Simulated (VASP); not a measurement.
# Ga (Pm-3m) in VASP: further runs

Runs on Ga. Level: PBE. Tasks: relaxation of cell and atoms.

All numbers are computed with VASP 6.6.1; they aren't measurements. Logs are shortened: lines on timing, memory, paths and dates and some standing lists are left out, and cuts for length are marked.

## Step 1: The cell of the first run

It takes space group Pm-3m (No. 221, cubic). Conventional cell: a = 2.550 Å, b = 2.550 Å, c = 2.550 Å, α = 90.00°, β = 90.00°, γ = 90.00°. Within 3.4 Å of Ga (site symmetry m-3m) lie 6 Ga at 2.55 Å.

## Step 2: Relaxation of cell and atoms, PBE

INCAR reads:

```
SYSTEM = Ga
ALGO = Normal
EDIFF = 1E-6
EDIFFG = -0.02
ENCUT = 600
GGA = PE
IBRION = 2
ISIF = 3
ISMEAR = 1
LASPH = .TRUE.
LCHARG = .FALSE.
LREAL = .FALSE.
LWAVE = .FALSE.
NELM = 60
NSW = 60
PREC = Accurate
SIGMA = 0.05
```

KPOINTS reads:

```
k-points
0
G
  10 10 10
  0 0 0
```

POSCAR reads:

```
Ga
1.0
    2.5500000000      0.0000000000      0.0000000000
    0.0000000000      2.5500000000      0.0000000000
    0.0000000000      0.0000000000      2.5500000000
Ga
1
Direct
    0.0000000000      0.0000000000      0.0000000000
```

Potentials or basis: VASP PAW PBE potentials, release 64 (Ga_d).

The run is started by

```
cat potpaw_PBE.64/Ga_d/POTCAR > POTCAR
mpirun -np 1 vasp_std > vasp.out
```

OUTCAR:

```text
SYSTEM = Ga
   EDIFF = 1E-6
   EDIFFG = -0.02
   ENCUT = 600
   GGA = PE
   IBRION = 2
   ISIF = 3
   ISMEAR = 1
   LASPH = .TRUE.
   LREAL = .FALSE.
   NELM = 60
   NSW = 60
   PREC = Accurate

 ion  position               nearest neighbor table
   1  0.000  0.000  0.000-

  LATTYP: Found a simple cubic cell.
 ALAT       =     2.5500000000

  Lattice vectors:

 A1 = (   2.5500000000,   0.0000000000,   0.0000000000)
 A2 = (   0.0000000000,   2.5500000000,   0.0000000000)
 A3 = (   0.0000000000,   0.0000000000,   2.5500000000)

Analysis of symmetry for initial positions (statically):
=====================================================================
 Subroutine PRICEL returns:
 Original cell was already a primitive cell.

 Routine SETGRP: Setting up the symmetry group for a
 simple cubic supercell.

 Subroutine GETGRP returns: Found 48 space group operations
 (whereof 48 operations were pure point group operations)
 out of a pool of 48 trial point group operations.

The static configuration has the point symmetry O_h .

Analysis of symmetry for dynamics (positions and initial velocities):
=====================================================================
 Subroutine PRICEL returns:
 Original cell was already a primitive cell.

 Routine SETGRP: Setting up the symmetry group for a
 simple cubic supercell.

 Subroutine GETGRP returns: Found 48 space group operations
 (whereof 48 operations were pure point group operations)
 out of a pool of 48 trial point group operations.

The dynamic configuration has the point symmetry O_h .

 Subroutine INISYM returns: Found 48 space group operations
 (whereof 48 operations are pure point group operations),
 and found     1 'primitive' translations

----------------------------------------------------------------------------------------

                                     Primitive cell

  volume of cell :      16.5814

  direct lattice vectors                    reciprocal lattice vectors
     2.550000000  0.000000000  0.000000000     0.392156863  0.000000000  0.000000000
     0.000000000  2.550000000  0.000000000     0.000000000  0.392156863  0.000000000
     0.000000000  0.000000000  2.550000000     0.000000000  0.000000000  0.392156863

  length of vectors
     2.550000000  2.550000000  2.550000000     0.392156863  0.392156863  0.392156863

  position of ions in fractional coordinates (direct lattice)
     0.000000000  0.000000000  0.000000000

  ion indices of the primitive-cell ions
   primitive index   ion index
                 1           1

----------------------------------------------------------------------------------------

 KPOINTS: k-points

Automatic generation of k-mesh.
 Grid dimensions read from file:
 generate k-points for:   10   10   10

 Generating k-lattice:

  Cartesian coordinates                     Fractional coordinates (reciprocal lattice)
     0.039215686  0.000000000  0.000000000     0.100000000  0.000000000  0.000000000
     0.000000000  0.039215686  0.000000000     0.000000000  0.100000000  0.000000000
     0.000000000  0.000000000  0.039215686     0.000000000  0.000000000  0.100000000

  Length of vectors
     0.039215686  0.039215686  0.039215686

  Shift w.r.t. Gamma in fractional coordinates (k-lattice)
     0.000000000  0.000000000  0.000000000

 Subroutine IBZKPT returns following result:
 ===========================================

 Found     56 irreducible k-points:

 Following reciprocal coordinates:
            Coordinates               Weight
  0.000000  0.000000  0.000000      1.000000
  0.100000  0.000000  0.000000      6.000000
  0.200000  0.000000  0.000000      6.000000
  0.300000  0.000000  0.000000      6.000000
  0.400000  0.000000  0.000000      6.000000
  0.500000  0.000000  0.000000      3.000000
[... 16 lines left out ...]
  0.200000  0.100000  0.100000     24.000000
  0.300000  0.100000  0.100000     24.000000
 [... further k-points ...]
   k-points           NKPTS =     56   k-points in BZ     NKDIM =     56   number of bands    NBANDS=     10
   number of dos      NEDOS =    301   number of ions     NIONS =      1
   total plane-waves  NPLWV =   8000
   dimension x,y,z NGX =    20 NGY =   20 NGZ =   20
   dimension x,y,z NGXF=    40 NGYF=   40 NGZF=   40
   ions per type =               1
   NGX,Y,Z   is equivalent  to a cutoff of  13.04, 13.04, 13.04 a.u.
   NGXF,Y,Z  is equivalent  to a cutoff of  26.08, 26.08, 26.08 a.u.
 SYSTEM =  Ga
   PREC   = accura    normal or accurate (medium, high low for compatibility)
   ISTART =      0    job   : 0-new  1-cont  2-samecut
   ICHARG =      2    charge: 1-file 2-atom 10-const
   ISPIN  =      1    spin polarized calculation?
   LNONCOLLINEAR =      F non collinear calculations
   LSORBIT =      F    spin-orbit coupling
   LASPH  =      T    aspherical Exc in radial PAW
   ENCUT  =  600.0 eV  44.10 Ry    6.64 a.u.   5.09  5.09  5.09*2*pi/ulx,y,z
   NELM   =     60;   NELMIN=  2; NELMDL= -5     # of ELM steps
   EDIFF  = 0.1E-05   stopping-criterion for ELM
   LREAL  =      F    real-space projection
   EDIFFG = -.2E-01   stopping-criterion for IOM
   NSW    =     60    number of steps for IOM
   IBRION =      2    ionic relax: 0-MD 1-quasi-New 2-CG
   NFREE  =      1    steps in history (QN), initial steepest desc. (CG)
   ISIF   =      3    stress and relaxation
   ISYM   =      2    0-nonsym 1-usesym 2-fastsym
   POTIM  = 0.5000    time-step for ionic-motion
   TEBEG  =    0.0;   TEEND  =   0.0 temperature during run
   PSTRESS=    0.0 pullay stress
   NELECT =      13.0000    total number of electrons
   NUPDOWN=      -1.0000    fix difference up-down
   EMIN   =  10.00;   EMAX   =-10.00  energy-range for DOS
   EFERMI =   0.00;   METHOD = LEGACY
   ISMEAR =     1;   SIGMA  =   0.05  broadening in eV -4-tet -1-fermi 0-gaus
   EFERMI_NEDOS =   21; number of points for ismear=-14 and -15
   IALGO  =     38    algorithm
   IMIX   =      4    mixing-type and parameters
     AMIX     =   0.40;   BMIX     =  1.00
     AMIX_MAG =   1.60;   BMIX_MAG =  1.00
  volume/ion in A,a.u.               =      16.58       111.90
  Fermi-wavevector in a.u.,A,eV,Ry     =   1.509556  2.852646 31.004385  2.278758
  Thomas-Fermi vector in A             =   2.619862
   LORBIT       =      0    0 simple, 1 ext, 2 COOP (PROOUT), +10 PAW based schemes
   GGA     = PE    functional components
   LHFCALC =     F    Hartree Fock is set to
   AEXX    =    0.0000 exact exchange contribution
   IVDW    =     0    specifies the selected vdW correction
   LEPSILON=     F    determine dielectric tensor
   LRPA    =     F    only Hartree local field effects (RPA)
 conjugate gradient relaxation of ions
 non-spin polarized calculation
 Methfessel and Paxton  Order N= 1 SIGMA  =   0.05
  energy-cutoff  :      600.00
  volume of cell :       16.58
 maximum number of plane-waves:       564
   NGX = 11   NGY = 11   NGZ = 11

--------------------------------------- Ionic step        1  -------------------------------------------

 number of electron      13.0000013 magnetization

 Free energy of the ion-electron system (eV)
  ---------------------------------------------------
  ext. energy  EPLUGINS =         0.00000000
  ---------------------------------------------------
  free energy    TOTEN  =        -2.69722595 eV

  energy without entropy =       -2.69725166  energy(sigma->0) =       -2.69723452

------------------------ aborting loop because EDIFF is reached ----------------------------------------

  FORCE on cell =-STRESS in cart. coord.  units (eV):
  Direction    XX          YY          ZZ          XY          YZ          ZX
  --------------------------------------------------------------------------------------
  -------------------------------------------------------------------------------------
  Total        1.4957014      1.4957014      1.4957014      0.0000000      0.0000000      0.0000000
  in kB      144.5223262    144.5223262    144.5223262      0.0000000      0.0000000      0.0000000
  external PRESSURE =     144.5223262 kB  Pullay stress =       0.0000000 kB
[... 90 lines left out ...]
  energy  without entropy=       -2.8282538820  energy(sigma->0) =       -2.82795066

--------------------------------------- Ionic step        4  -------------------------------------------

 number of electron      13.0000026 magnetization

 Free energy of the ion-electron system (eV)
  ---------------------------------------------------
  ext. energy  EPLUGINS =         0.00000000
  ---------------------------------------------------
  free energy    TOTEN  =        -2.82780055 eV

  energy without entropy =       -2.82825522  energy(sigma->0) =       -2.82795211

 E-fermi :   4.6456     XC(G=0): -10.5761

 val. band max:        4.6113922673   @ k =   0.5000   0.4000   0.4000
 cond. band min:       4.7041939803   @ k =   0.4000   0.4000   0.1000
 fundamental gap:      0.0928017130
 Fermi energy:         4.6456178342

 k-point     1 :       0.0000    0.0000    0.0000
  band No.  band energies     occupation
      1     -10.4235      2.00000
      2     -10.4235      2.00000
      3      -9.9239      2.00000
      4      -9.9239      2.00000
      5      -9.9239      2.00000
      6      -5.8166      2.00000
      7      13.5393      0.00000
      8      13.5393      0.00000
      9      13.5393      0.00000
     10      16.4739      0.00000
[... 287 lines left out ...]
 k-point    24 :       0.3000    0.1000    0.1000
  band No.  band energies     occupation
      1     -10.3477      2.00000
      2     -10.1792      2.00000
      3     -10.0361      2.00000
      4     -10.0292      2.00000
      5      -9.9424      2.00000
      6      -3.5968      2.00000
      7       5.1212     -0.00000
      8      12.7011      0.00000
      9      13.4156      0.00000
     10      20.7325      0.00000

 [... further k-points ...]
[... 5 lines left out ...]
  --------------------------------------------------------------------------------------
  -------------------------------------------------------------------------------------
  Total        0.0189952      0.0189952      0.0189952      0.0000000      0.0000000      0.0000000
  in kB        1.5004632      1.5004632      1.5004632      0.0000000      0.0000000      0.0000000
  external PRESSURE =       1.5004632 kB  Pullay stress =       0.0000000 kB
[... 16 lines left out ...]
  FREE ENERGIE OF THE ION-ELECTRON SYSTEM (eV)
  ---------------------------------------------------
  free  energy   TOTEN  =        -2.8278005522 eV

  energy  without entropy=       -2.8282552199  energy(sigma->0) =       -2.82795211

 reached required accuracy - stopping structural energy minimisation
```

Run time: 34 s. Hardware: 1 thread of Intel Xeon 8259CL, shared host; peak memory 0.13 GiB.

What came out:

* Free energy: -2.8278 eV
* Relaxed volume: 20.28 Å³/atom
* Relaxed cell: a = 2.727 Å, b = 2.727 Å, c = 2.727 Å, α = 90.00°, β = 90.00°, γ = 90.00°
* Space group after relaxing (to 0.05 Å): Pm-3m (No. 221)
* Energy gained by relaxing: 130.6 meV/atom
* Ionic steps: 4
* Pressure after relaxing: 0.2 GPa

The path:
| step | energy change (eV) | largest force (eV/Å) | pressure (GPa) | volume (Å³) |
| --- | --- | --- | --- | --- |
| 1 | 0.0000 | 0.0000 | 14.45 | 16.58 |
| 2 | -0.1305 | 0.0000 | -0.23 | 20.44 |
| 3 | -0.1306 | 0.0000 | 0.23 | 20.28 |
| 4 | -0.1306 | 0.0000 | 0.15 | 20.28 |

Final structure:
```
Ga
1.0
     2.72715    0.00000    0.00000
     0.00000    2.72715    0.00000
     0.00000    0.00000    2.72715
Ga
1
Direct
  0.00000 0.00000 0.00000
```

Caveat: the volume moved by over 15 % at a fixed basis, so the end points are rough.

## Step 3: Relaxation of cell and atoms, PBE, target pressure 20 GPa, at which the enthalpy is minimised

INCAR reads:

```
SYSTEM = Ga
PREC     = Accurate       ! precision mode
ENCUT    = 600            ! plane-wave cutoff, eV
EDIFF    = 1E-6           ! SCF threshold, eV
ISMEAR   = 1              ! smearing method
SIGMA    = 0.05           ! smearing width, eV
LREAL    = .False.        ! projectors in reciprocal space
LASPH    = .True.         ! aspherical terms in the spheres
NELM     = 60             ! most SCF steps
ALGO     = Normal         ! electronic algorithm
ISIF     = 3              ! what is computed and relaxed
LWAVE    = .False.        ! write WAVECAR
LCHARG   = .False.        ! write CHGCAR
GGA      = PE             ! functional
IBRION   = 2              ! ionic algorithm
NSW      = 60             ! ionic steps
EDIFFG   = -0.02          ! ionic threshold
PSTRESS  = 200.0
```

KPOINTS reads:

```
regular mesh
0
Gamma
  10 10 10
  0 0 0
```

POSCAR is that of step 2.

Potentials or basis: VASP PAW PBE potentials, release 64 (Ga_d).

The run is started by

```
cat potpaw_PBE.64/Ga_d/POTCAR > POTCAR
mpirun -np 1 vasp_std > vasp.out
```

Wall time 34 s (1 thread of Intel Xeon 8259CL, shared host); peak memory 0.13 GiB.

It converged, with:

| Quantity | Value |
| --- | --- |
| Free energy | -2.6192 eV |
| Relaxed volume | 15.85 Å³/atom |
| Relaxed cell | a = 2.512 Å, b = 2.512 Å, c = 2.512 Å, α = 90.00°, β = 90.00°, γ = 90.00° |
| Space group after relaxing (to 0.05 Å) | Pm-3m (No. 221) |
| Energy change on relaxing (the enthalpy is what falls) | +78.0 meV/atom |
| Ionic steps | 3 |
| Pressure after relaxing | 20.1 GPa |

The path:
```csv
step,energy change (eV),largest force (eV/Å),pressure (GPa),volume (Å³)
1,0.0000,0.0000,14.45,16.58
2,0.1646,0.0000,25.98,15.24
3,0.0780,0.0000,20.07,15.85
```

Final structure:
```cif
data_structure
_symmetry_space_group_name_H-M 'P 1'
_symmetry_Int_Tables_number 1
_cell_length_a 2.5118
_cell_length_b 2.5118
_cell_length_c 2.5118
_cell_angle_alpha 90.000
_cell_angle_beta 90.000
_cell_angle_gamma 90.000
_cell_volume 15.85
loop_
_atom_site_label
_atom_site_type_symbol
_atom_site_fract_x
_atom_site_fract_y
_atom_site_fract_z
_atom_site_occupancy
Ga1 Ga 0.00000 0.00000 0.00000 1
```

Levels at points of the mesh, in eV from the Fermi level:
```tsv
k point	band 3	band 4	band 5	band 6	band 7	band 8	band 9	band 10
(0.00, 0.00, 0.00)	-14.58	-14.58	-14.58	-12.22	10.76	10.76	10.76	13.65
(0.50, 0.00, 0.00)	-14.83	-14.83	-14.56	-6.45	-5.21	15.33	15.33	18.31
(0.50, 0.50, 0.00)	-14.79	-14.79	-14.36	-0.91	-0.91	-0.48	4.33	20.31
(0.50, 0.50, 0.50)	-15.19	-14.35	-14.35	3.30	3.30	3.30	7.11	9.07
```

Caveat: the cell is relaxed towards a set pressure, so the enthalpy falls and the energy may rise.
